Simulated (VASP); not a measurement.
# InWSe3 (Pm-3m) in VASP: a series of runs

The runs below take InWSe3 through single point, relaxation of cell and atoms, with PBE.

Program: VASP 6.6.1. These are calculated values, not measurements. Logs are shortened: lines on timing, memory, paths and dates and some standing lists are left out, and cuts for length are marked.

### Step 1. The cell of the first run

The structure is cubic, space group Pm-3m (No. 221). The conventional cell has a = 5.009 Å, b = 5.009 Å, c = 5.009 Å, α = 90.00°, β = 90.00°, γ = 90.00°. Within 4.7 Å of In (site symmetry m-3m) lie 12 Se at 3.54 Å and 8 W at 4.34 Å. W (site symmetry m-3m) has 6 Se at 2.50 Å within 3.3 Å. Se (site symmetry 4/mmm) has 2 W at 2.50 Å within 3.3 Å.

### Step 2. Single point, PBE

The input, INCAR:

```
SYSTEM = InWSe3
  PREC = Accurate
  ENCUT = 520
  EDIFF = 1E-6
  ISMEAR = 0
  SIGMA = 0.1
  LREAL = .False.
  LASPH = .True.
  NELM = 100
  ALGO = Normal
  ISIF = 2
  LWAVE = .False.
  LCHARG = .False.
  GGA = PE
  NBANDS = 30
```

The input, KPOINTS:

```
Automatic mesh
0
Gamma
  8 8 8
  0 0 0
```

The input, POSCAR:

```
InWSe3
1.0
    5.0089686151      0.0000000000      0.0000000000
    0.0000000000      5.0089686151      0.0000000000
    0.0000000000      0.0000000000      5.0089686151
In W Se
1 1 3
Direct
    0.5000000000      0.5000000000      0.5000000000
    0.0000000000      0.0000000000      0.0000000000
    0.5000000000      0.0000000000      0.0000000000
    0.0000000000      0.5000000000      0.0000000000
    0.0000000000      0.0000000000      0.5000000000
```

Potentials or basis: VASP PAW PBE potentials, release 64 (In_d, W_sv, Se).

Started as:

```console
> cat potpaw_PBE.64/In_d/POTCAR potpaw_PBE.64/W_sv/POTCAR potpaw_PBE.64/Se/POTCAR > POTCAR
> mpirun -np 1 vasp_std > vasp.out
```

OUTCAR:

```text
SYSTEM = InWSe3
   PREC = Accurate
   ENCUT = 520
   EDIFF = 1E-6
   ISMEAR = 0
   LREAL = .False.
   LASPH = .True.
   NELM = 100
   ISIF = 2
   GGA = PE

 ion  position               nearest neighbor table
   1  0.500  0.500  0.500-
   2  0.000  0.000  0.000-   3 2.50   4 2.50   5 2.50   5 2.50   4 2.50   3 2.50
   3  0.500  0.000  0.000-   2 2.50   2 2.50
   4  0.000  0.500  0.000-   2 2.50   2 2.50
   5  0.000  0.000  0.500-   2 2.50   2 2.50

  LATTYP: Found a simple cubic cell.
 ALAT       =     5.0089686151

  Lattice vectors:

 A1 = (   5.0089686151,   0.0000000000,   0.0000000000)
 A2 = (   0.0000000000,   5.0089686151,   0.0000000000)
 A3 = (   0.0000000000,   0.0000000000,   5.0089686151)

Analysis of symmetry for initial positions (statically):
=====================================================================
 Subroutine PRICEL returns:
 Original cell was already a primitive cell.

 Routine SETGRP: Setting up the symmetry group for a
 simple cubic supercell.

 Subroutine GETGRP returns: Found 48 space group operations
 (whereof 48 operations were pure point group operations)
 out of a pool of 48 trial point group operations.

The static configuration has the point symmetry O_h .

Analysis of symmetry for dynamics (positions and initial velocities):
=====================================================================
 Subroutine PRICEL returns:
 Original cell was already a primitive cell.

 Routine SETGRP: Setting up the symmetry group for a
 simple cubic supercell.

 Subroutine GETGRP returns: Found 48 space group operations
 (whereof 48 operations were pure point group operations)
 out of a pool of 48 trial point group operations.

The dynamic configuration has the point symmetry O_h .

 Subroutine INISYM returns: Found 48 space group operations
 (whereof 48 operations are pure point group operations),
 and found     1 'primitive' translations

----------------------------------------------------------------------------------------

                                     Primitive cell

  volume of cell :     125.6739

  direct lattice vectors                    reciprocal lattice vectors
     5.008968615  0.000000000  0.000000000     0.199641898  0.000000000  0.000000000
     0.000000000  5.008968615  0.000000000     0.000000000  0.199641898  0.000000000
[... 85 lines left out ...]
   ISPIN  =      1    spin polarized calculation?
   LNONCOLLINEAR =      F non collinear calculations
   LSORBIT =      F    spin-orbit coupling
   LASPH  =      T    aspherical Exc in radial PAW
   ENCUT  =  520.0 eV  38.22 Ry    6.18 a.u.   9.31  9.31  9.31*2*pi/ulx,y,z
   NELM   =    100;   NELMIN=  2; NELMDL= -5     # of ELM steps
   EDIFF  = 0.1E-05   stopping-criterion for ELM
   LREAL  =      F    real-space projection
   EDIFFG = 0.1E-04   stopping-criterion for IOM
   NSW    =      0    number of steps for IOM
   IBRION =     -1    ionic relax: 0-MD 1-quasi-New 2-CG
   NFREE  =      0    steps in history (QN), initial steepest desc. (CG)
   ISIF   =      2    stress and relaxation
   ISYM   =      2    0-nonsym 1-usesym 2-fastsym
   POTIM  = 0.5000    time-step for ionic-motion
   TEBEG  =    0.0;   TEEND  =   0.0 temperature during run
   PSTRESS=    0.0 pullay stress
   NELECT =      45.0000    total number of electrons
   NUPDOWN=      -1.0000    fix difference up-down
   EMIN   =  10.00;   EMAX   =-10.00  energy-range for DOS
   EFERMI =   0.00;   METHOD = LEGACY
   ISMEAR =     0;   SIGMA  =   0.10  broadening in eV -4-tet -1-fermi 0-gaus
   EFERMI_NEDOS =   21; number of points for ismear=-14 and -15
   IALGO  =     38    algorithm
   IMIX   =      4    mixing-type and parameters
     AMIX     =   0.40;   BMIX     =  1.00
     AMIX_MAG =   1.60;   BMIX_MAG =  1.00
  volume/ion in A,a.u.               =      25.13       169.62
  Fermi-wavevector in a.u.,A,eV,Ry     =   1.162512  2.196829 18.387371  1.351434
  Thomas-Fermi vector in A             =   2.299072
   LORBIT       =      0    0 simple, 1 ext, 2 COOP (PROOUT), +10 PAW based schemes
   GGA     = PE    functional components
   LHFCALC =     F    Hartree Fock is set to
   AEXX    =    0.0000 exact exchange contribution
   IVDW    =     0    specifies the selected vdW correction
   LEPSILON=     F    determine dielectric tensor
   LRPA    =     F    only Hartree local field effects (RPA)
 non-spin polarized calculation
 Gauss-broadening in eV      SIGMA  =   0.10
  energy-cutoff  :      520.00
  volume of cell :      125.67
 maximum number of plane-waves:      3415
 NGX is ok and might be reduce to    40
   NGX = 19   NGY = 19   NGZ = 19

 number of electron      45.0000004 magnetization

 Free energy of the ion-electron system (eV)
  ---------------------------------------------------
  ext. energy  EPLUGINS =         0.00000000
  ---------------------------------------------------
  free energy    TOTEN  =       -25.84827544 eV

  energy without entropy =      -25.82995342  energy(sigma->0) =      -25.83911443

 E-fermi :   4.8591     XC(G=0):  -9.7784

 val. band max:        4.8536507746   @ k =   0.2500   0.2500   0.1250
 cond. band min:       4.8715191879   @ k =   0.5000   0.5000   0.0000
 fundamental gap:      0.0178684133
 Fermi energy:         4.8590525177

 k-point     1 :       0.0000    0.0000    0.0000
  band No.  band energies     occupation
      1     -70.5010      2.00000
      2     -34.6789      2.00000
      3     -34.6789      2.00000
      4     -34.6789      2.00000
      5      -9.4633      2.00000
      6      -9.4633      2.00000
[... 781 lines left out ...]
     29       8.8500      0.00000
     30      10.4259      0.00000

 [... further k-points ...]
[... 5 lines left out ...]
  --------------------------------------------------------------------------------------
  -------------------------------------------------------------------------------------
  Total        0.0817671      0.0817671      0.0817671     -0.0000000      0.0000000     -0.0000000
  in kB        1.0424239      1.0424239      1.0424239     -0.0000000      0.0000000     -0.0000000
  external PRESSURE =       1.0424239 kB  Pullay stress =       0.0000000 kB

 VOLUME and BASIS-vectors are now :
 -----------------------------------------------------------------------------
  energy-cutoff  :      520.00
  volume of cell :      125.67
      direct lattice vectors                 reciprocal lattice vectors
     5.008968615  0.000000000  0.000000000     0.199641898  0.000000000  0.000000000
     0.000000000  5.008968615  0.000000000     0.000000000  0.199641898  0.000000000
     0.000000000  0.000000000  5.008968615     0.000000000  0.000000000  0.199641898

 POSITION                                       TOTAL-FORCE (eV/Angst)
 -----------------------------------------------------------------------------------
      2.50448      2.50448      2.50448         0.000000      0.000000      0.000000
      0.00000      0.00000      0.00000         0.000000      0.000000      0.000000
      2.50448      0.00000      0.00000         0.000000      0.000000      0.000000
      0.00000      2.50448      0.00000         0.000000      0.000000      0.000000
      0.00000      0.00000      2.50448         0.000000      0.000000      0.000000
 -----------------------------------------------------------------------------------
    total drift:                               -0.000000      0.000000     -0.000000

  FREE ENERGIE OF THE ION-ELECTRON SYSTEM (eV)
  ---------------------------------------------------
  free  energy   TOTEN  =       -25.8482754367 eV

  energy  without entropy=      -25.8299534219  energy(sigma->0) =      -25.83911443
```

Wall time 52 s (1 thread of Intel Xeon 6975P-C (Granite Rapids), shared host); peak memory 0.32 GiB.

What came out:

* Free energy: -25.8483 eV
* Pressure: 0.1 GPa

Caveat: spin-orbit coupling is left out, which moves the levels of the heavy elements.

### Step 3. Relaxation of cell and atoms, PBE

This run uses another cell than the first one, of 25.27 Å³/atom, 1.005 times its volume.

The input, INCAR:

```
SYSTEM = InWSe3
PREC     = Accurate       ! precision mode
ENCUT    = 600            ! plane-wave cutoff, eV
EDIFF    = 1E-6           ! SCF threshold, eV
ISMEAR   = 0              ! smearing method
SIGMA    = 0.1            ! smearing width, eV
LREAL    = .False.        ! projectors in reciprocal space
LASPH    = .True.         ! aspherical terms in the spheres
NELM     = 100            ! most SCF steps
ALGO     = Normal         ! electronic algorithm
ISIF     = 3              ! what is computed and relaxed
LWAVE    = .False.        ! write WAVECAR
LCHARG   = .False.        ! write CHGCAR
GGA      = PE             ! functional
IBRION   = 2              ! ionic algorithm
NSW      = 100            ! ionic steps
EDIFFG   = -0.01          ! ionic threshold
```

The input, KPOINTS:

```
regular mesh
0
Gamma
  8 8 8
  0 0 0
```

Changes to POSCAR since step 2:

```diff
@@ -2,5 +2,5 @@
 1.0
-    5.0089686151      0.0000000000      0.0000000000
-    0.0000000000      5.0089686151      0.0000000000
-    0.0000000000      0.0000000000      5.0089686151
+    5.0178813305      0.0000000000      0.0000000000
+    0.0000000000      5.0178813305      0.0000000000
+    0.0000000000      0.0000000000      5.0178813305
 In W Se
```

Potentials or basis: VASP PAW PBE potentials, release 64 (In_d, W_sv, Se).

Started as:

```console
> cat potpaw_PBE.64/In_d/POTCAR potpaw_PBE.64/W_sv/POTCAR potpaw_PBE.64/Se/POTCAR > POTCAR
> mpirun -np 1 vasp_std > vasp.out
```

OUTCAR:

```text
SYSTEM = InWSe3
   PREC = Accurate
   ENCUT = 600
   EDIFF = 1E-6
   ISMEAR = 0
   LREAL = .False.
   LASPH = .True.
   NELM = 100
   ISIF = 3
   GGA = PE
   IBRION = 2
   NSW = 100
   EDIFFG = -0.01

 ion  position               nearest neighbor table
   1  0.500  0.500  0.500-
   2  0.000  0.000  0.000-   3 2.51   4 2.51   5 2.51   5 2.51   4 2.51   3 2.51
   3  0.500  0.000  0.000-   2 2.51   2 2.51
   4  0.000  0.500  0.000-   2 2.51   2 2.51
   5  0.000  0.000  0.500-   2 2.51   2 2.51

  LATTYP: Found a simple cubic cell.
 ALAT       =     5.0178813305

  Lattice vectors:

 A1 = (   5.0178813305,   0.0000000000,   0.0000000000)
 A2 = (   0.0000000000,   5.0178813305,   0.0000000000)
 A3 = (   0.0000000000,   0.0000000000,   5.0178813305)

Analysis of symmetry for initial positions (statically):
[... 263 lines left out ...]
  ---------------------------------------------------
  free energy    TOTEN  =       -25.84864794 eV

  energy without entropy =      -25.83031136  energy(sigma->0) =      -25.83947965

 E-fermi :   4.8420     XC(G=0):  -9.7707

 val. band max:        4.8366279308   @ k =   0.2500   0.2500   0.1250
 cond. band min:       4.8539685161   @ k =   0.5000   0.5000   0.0000
 fundamental gap:      0.0173405853
 Fermi energy:         4.8419800839

 k-point     1 :       0.0000    0.0000    0.0000
  band No.  band energies     occupation
      1     -70.5205      2.00000
      2     -34.6972      2.00000
      3     -34.6972      2.00000
      4     -34.6972      2.00000
      5      -9.4797      2.00000
      6      -9.4797      2.00000
[... 709 lines left out ...]
     26       6.5319      0.00000
     27       7.6432      0.00000

 [... further k-points ...]

------------------------ aborting loop because EDIFF is reached ----------------------------------------

  FORCE on cell =-STRESS in cart. coord.  units (eV):
  Direction    XX          YY          ZZ          XY          YZ          ZX
  --------------------------------------------------------------------------------------
  -------------------------------------------------------------------------------------
  Total        0.0032187      0.0032187      0.0032187      0.0000000      0.0000000     -0.0000000
  in kB        0.0409672      0.0409672      0.0409672      0.0000000      0.0000000     -0.0000000
  external PRESSURE =       0.0409672 kB  Pullay stress =       0.0000000 kB
[... 20 lines left out ...]
  FREE ENERGIE OF THE ION-ELECTRON SYSTEM (eV)
  ---------------------------------------------------
  free  energy   TOTEN  =       -25.8486479397 eV

  energy  without entropy=      -25.8303113611  energy(sigma->0) =      -25.83947965

 reached required accuracy - stopping structural energy minimisation
```

Wall time 1.9 min (1 thread of Intel Xeon 6975P-C (Granite Rapids), shared host); peak memory 0.35 GiB.

What came out:

| Property | Result |
| --- | --- |
| Free energy | -25.8486 eV |
| Relaxed volume | 25.18 Å³/atom |
| Relaxed cell | a = 5.012 Å, b = 5.012 Å, c = 5.012 Å, α = 90.00°, β = 90.00°, γ = 90.00° |
| Space group after relaxing (to 0.05 Å) | Pm-3m (No. 221) |
| Energy gained by relaxing | 0.1 meV/atom |
| Ionic steps | 3 |
| Pressure after relaxing | 0.0 GPa |

Step by step:
```csv
step,energy change (eV),largest force (eV/Å),pressure (GPa),volume (Å³)
1,0.0000,0.0000,-0.28,126.35
2,-0.0002,0.0000,0.21,125.54
3,-0.0004,0.0000,0.00,125.88
```

Final structure:
```
CELL_PARAMETERS angstrom
5.01171 0.00000 0.00000
0.00000 5.01171 0.00000
0.00000 0.00000 5.01171
ATOMIC_POSITIONS crystal
In 0.50000 0.50000 0.50000
W 0.00000 0.00000 0.00000
Se 0.50000 0.00000 0.00000
Se 0.00000 0.50000 0.00000
Se 0.00000 0.00000 0.50000
```

Levels at points of the mesh, in eV from the Fermi level:
| k point | band 20 | band 21 | band 22 | band 23 | band 24 | band 25 |
| --- | --- | --- | --- | --- | --- | --- |
| (0.00, 0.00, 0.00) | -1.46 | -1.46 | -1.46 | -0.99 | -0.99 | -0.99 |
| (0.50, 0.00, 0.00) | -1.60 | -0.99 | -0.99 | -0.46 | 0.39 | 0.93 |
| (0.50, 0.50, 0.00) | -2.76 | -2.28 | 0.01 | 0.84 | 1.12 | 1.12 |
| (0.50, 0.50, 0.50) | 0.03 | 0.03 | 0.03 | 0.68 | 0.68 | 0.68 |

Caveat: spin-orbit coupling is left out, which moves the levels of the heavy elements.

### Step 4. Single point, PBE

This run uses another cell than the first one, of 25.27 Å³/atom, 1.005 times its volume.

The input, INCAR:

```
SYSTEM = InWSe3
PREC = Accurate ; ENCUT = 520
EDIFF = 1E-7 ; ISMEAR = 0
SIGMA = 0.1 ; LREAL = .FALSE.
LASPH = .TRUE. ; NELM = 100
ALGO = Normal ; ISIF = 2
LWAVE = .FALSE. ; LCHARG = .TRUE.
GGA = PE ; LELF = .TRUE.
LVHAR = .TRUE. ; NBANDS = 30
```

The input, KPOINTS:

```
Automatic mesh
0
G
  4 4 4
  0 0 0
```

POSCAR is that of step 3.

Started as:

```console
> cat potpaw_PBE.64/In_d/POTCAR potpaw_PBE.64/W_sv/POTCAR potpaw_PBE.64/Se/POTCAR > POTCAR
> mpirun -np 1 vasp_std > vasp.out
```

Wall time 25 s (1 thread of Intel Xeon 6975P-C (Granite Rapids), shared host); peak memory 0.26 GiB.

Results (log left out):

| Item | Value |
| --- | --- |
| Free energy | -25.6572 eV |
| Pressure | -0.2 GPa |

Levels at points of the mesh, in eV from the Fermi level:
```csv
k point,band 20,band 21,band 22,band 23,band 24,band 25
"(0.00, 0.00, 0.00)",-1.57,-1.57,-1.57,-1.11,-1.11,-1.11
"(0.50, 0.00, 0.00)",-1.71,-1.10,-1.10,-0.57,0.26,0.81
"(0.50, 0.50, 0.00)",-2.86,-2.37,-0.10,0.71,1.00,1.00
"(0.50, 0.50, 0.50)",-0.09,-0.09,-0.09,0.57,0.57,0.57
```

Caveat: spin-orbit coupling is left out, which moves the levels of the heavy elements.

### Step 5. Summary

```tsv
task	cell	k mesh	cutoff (eV)	gap on the mesh (eV)	pressure (GPa)
single point	a = 5.009 Å, 5 atoms	8 × 8 × 8	520	none	0.1
relaxation of cell and atoms	relaxed from a = 5.018 Å, 5 atoms	8 × 8 × 8	600	none	0.0
single point	a = 5.018 Å, 5 atoms	4 × 4 × 4	520	none	-0.2
```

Alike in all rows: level PBE; potentials or basis VASP PAW PBE potentials, release 64 (In_d, W_sv, Se); no spin polarisation; smearing gaussian 0.1 eV.

Caveats: spin-orbit coupling is left out, which moves the levels of the heavy elements.

Total energies depend on the potentials used, so only differences within one code and one set of settings carry meaning.
